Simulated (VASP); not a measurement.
# Si64C (a cell with a defect): single point with PBEsol

Si64C (a cell with a defect):

```xyz
65
Lattice="10.8656 0.0000 0.0000 0.0000 10.8656 0.0000 0.0000 0.0000 10.8656" Properties=species:S:1:pos:R:3 pbc="T T T"
Si   10.8516   10.8544   10.8331
Si    0.0531    0.0549    5.4113
Si    0.0058    5.4774    0.0030
Si    0.1522    5.3098    5.3695
Si    5.4752    0.0080    0.0047
Si    5.3083    0.1538    5.3717
Si    5.4756    5.4784   10.8360
Si    5.4531    5.4549    5.4174
Si    1.3441    1.3467    1.3156
Si    1.2888    1.2902    7.0039
Si    1.3788    6.8512    1.3353
Si    1.3861    6.7742    6.7603
Si    6.8488    1.3818    1.3367
Si    6.7730    1.3882    6.7611
Si    6.8205    6.8234    1.3620
Si    6.8234    6.8253    6.7631
Si    2.7333    2.7357    0.0189
Si    2.7755    2.7738    6.0558
Si    2.7322    8.1738   10.8477
Si    2.7349    8.1679    5.4311
Si    8.1700    2.7344   10.8476
Si    8.1661    2.7364    5.4309
Si    8.1700    8.1720   10.8517
Si    8.1774    8.1804    5.3998
Si    4.1238    4.1262    1.3198
Si    4.2330    4.2331    7.0140
Si    4.1172    9.4913    1.3273
Si    4.0774    9.5668    6.7701
Si    9.4885    4.1203    1.3256
Si    9.5653    4.0798    6.7688
Si    9.5159    9.5188    1.3736
Si    9.5441    9.5457    6.7578
Si    2.7099   10.8095    2.6231
Si    2.7527   10.8349    8.2381
Si    2.7484    5.4998    2.6432
Si    2.7156    5.5170    8.2361
Si    8.1630    0.0206    2.7245
Si    8.1475    0.0179    8.1004
Si    8.1616    5.4551    2.7202
Si    8.1956    5.4591    8.1054
Si    3.9472    1.4907    3.8244
Si    4.1027    1.3776    9.5502
Si    4.0807    6.8089    4.0695
Si    4.1215    6.8685    9.5101
Si    9.5276    1.3920    4.0700
Si    9.4803    1.3565    9.5079
Si    9.5817    6.7532    4.0817
Si    9.5295    6.8209    9.4858
Si   10.8062    2.7134    2.6217
Si   10.8328    2.7541    8.2371
Si    0.0177    8.1652    2.7242
Si    0.0167    8.1493    8.1000
Si    5.4970    2.7518    2.6442
Si    5.5154    2.7161    8.2374
Si    5.4522    8.1641    2.7213
Si    5.4576    8.1979    8.1054
Si    1.4882    3.9489    3.8231
Si    1.3756    4.1048    9.5489
Si    1.3896    9.5284    4.0703
Si    1.3536    9.4835    9.5080
Si    6.8083    4.0832    4.0693
Si    6.8657    4.1250    9.5106
Si    6.7502    9.5842    4.0823
Si    6.8183    9.5322    9.4869
C     2.6864    2.6888    4.3103
```

```json
{
  "Program": "VASP 6.6.1",
  "Task": "single point",
  "Functional": "PBEsol",
  "Potentials or basis": "VASP PAW PBE potentials, release 64 (Si, C)",
  "Cutoff": "520 eV",
  "k mesh": "1 × 1 × 1, shifted",
  "Occupations": "fermi-dirac, width 0.05 eV",
  "Spin": "no spin polarisation"
}
```

* Pressure: 0.7 GPa
* Largest force: 0.328 eV/Å
* Band gap on the k mesh: 0.37 eV

Forces in eV/Å, atoms in the order of the input:
```
Si   0.027  0.031  0.058
Si   0.012  0.011  0.051
Si   0.046  0.057  0.022
Si   0.044 -0.016  0.004
Si   0.056  0.049  0.023
Si  -0.026  0.051 -0.001
Si   0.035  0.042  0.014
Si   0.036  0.031 -0.031
Si  -0.035 -0.034 -0.032
Si   0.083  0.079 -0.055
Si  -0.076 -0.055 -0.029
Si   0.008 -0.031 -0.022
Si  -0.062 -0.075 -0.032
Si  -0.030  0.003 -0.020
Si  -0.024 -0.021 -0.024
Si  -0.024 -0.021 -0.009
Si   0.028  0.031  0.019
Si  -0.224 -0.216  0.104
Si   0.103  0.033  0.042
Si   0.018  0.027  0.034
Si   0.040  0.110  0.042
Si   0.030  0.021  0.033
Si   0.017  0.020  0.033
Si   0.046  0.040  0.015
Si  -0.034 -0.030 -0.014
Si   0.019  0.023  0.034
Si  -0.097 -0.042 -0.077
Si  -0.010 -0.028 -0.038
Si  -0.044 -0.097 -0.076
Si  -0.031 -0.012 -0.031
Si  -0.019 -0.023 -0.054
Si  -0.036 -0.035 -0.067
Si   0.028  0.043 -0.005
Si   0.050  0.009  0.017
Si   0.034  0.059  0.009
Si   0.013  0.010 -0.001
Si   0.024  0.017  0.032
Si   0.021  0.038  0.031
Si   0.030  0.031  0.041
Si   0.035  0.033  0.018
Si   0.135 -0.099  0.001
Si  -0.036 -0.027 -0.015
Si  -0.012 -0.037 -0.003
Si  -0.051 -0.041 -0.015
Si  -0.038 -0.028 -0.010
Si  -0.050 -0.026 -0.035
Si  -0.022 -0.020 -0.017
Si  -0.030 -0.033 -0.026
Si   0.049  0.023 -0.005
Si   0.009  0.056  0.017
Si   0.020  0.026  0.024
Si   0.035  0.021  0.031
Si   0.066  0.029  0.008
Si   0.017  0.026  0.003
Si   0.031  0.023  0.038
Si   0.032  0.030  0.027
Si  -0.094  0.134  0.002
Si  -0.023 -0.038 -0.016
Si  -0.029 -0.030 -0.011
Si  -0.023 -0.054 -0.034
Si  -0.046 -0.011 -0.002
Si  -0.043 -0.066 -0.019
Si  -0.013 -0.017 -0.022
Si  -0.031 -0.033 -0.029
C    0.031  0.031  0.052
```

Stress tensor (GPa, compression positive):
```
 0.18  0.40 -0.08
 0.40  0.18 -0.08
-0.08 -0.08  1.81
```

Levels at points of the mesh, in eV from the valence-band top:
```csv
k point,band 128,band 129,band 130,band 131,band 132,band 133
"(0.25, 0.25, 0.25)",-0.54,-0.45,-0.07,0.40,0.58,0.81
```

It took 21 min on 1 thread of Intel(R) Xeon(R) 6975P-C (Granite Rapids) (shared host), peak memory 1.4 GiB.

Caveat: the k points lie up to 0.58 Å⁻¹ apart; the PAW data sets were made with another functional, which shifts forces and pressure a little.
